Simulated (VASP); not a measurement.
## Cr: single point with revPBE

Cr:

```
Cr
1.0
     2.44075    0.00000    0.00000
    -1.22038    2.11376    0.00000
     0.00000    0.00000    8.61888
Cr
4
Cartesian
  1.2204 2.1138 8.6189
  1.2204 2.1138 4.3094
  0.0000 1.4092 2.1547
  1.2204 0.7046 6.4642
```

This isn't the form of Cr at room conditions, which is bcc.

```yaml
Program: VASP 6.6.1
Task: single point
Functional: revPBE
Potentials_or_basis: VASP PAW PBE potentials, release 64 (Cr_pv)
Cutoff: 500 eV
k_mesh: 16 × 16 × 4
Occupations: fermi-dirac, width 0.05 eV
Spin: collinear spin, ferromagnetic start
Starting_moments: "[1.5, 1.5, 1.5, 1.5] μB"
```

```
Pressure                                              : 21.9 GPa
Band gap on the k mesh                                : zero (filled and empty bands overlap)
Net moment                                            : 0.00 μB per cell
Valence electrons inside the program's atomic spheres : Cr 11.18
```

Stress tensor (GPa, compression positive):
```
22.82  0.00  0.00
 0.00 22.82  0.00
 0.00  0.00 20.05
```

Levels at points of the mesh, in eV from the Fermi level:
Spin up:
```csv
k point,band 22,band 23,band 24,band 25,band 26,band 27
"(0.00, 0.00, 0.00)",-0.41,-0.41,-0.23,-0.23,-0.11,-0.11
"(0.50, 0.00, 0.00)",-0.31,-0.25,0.99,0.99,1.95,2.52
"(0.00, 0.00, 0.50)",-0.42,-0.42,-0.42,-0.22,-0.22,-0.22
"(0.50, 0.00, 0.50)",0.09,0.18,0.18,0.74,0.74,2.05
```
Spin down:
```tsv
k point	band 22	band 23	band 24	band 25	band 26	band 27
(0.00, 0.00, 0.00)	-0.41	-0.41	-0.23	-0.23	-0.11	-0.11
(0.50, 0.00, 0.00)	-0.31	-0.25	0.99	0.99	1.95	2.52
(0.00, 0.00, 0.50)	-0.42	-0.42	-0.42	-0.22	-0.22	-0.22
(0.50, 0.00, 0.50)	0.09	0.18	0.18	0.74	0.74	2.05
```

Wall time 2.4 min on 1 thread of Intel(R) Xeon(R) 6975P-C (Granite Rapids) (shared host), peak memory 0.29 GiB.

Caveat: the cell stands under pressure; the PAW data sets were made with another functional, which shifts forces and pressure a little.
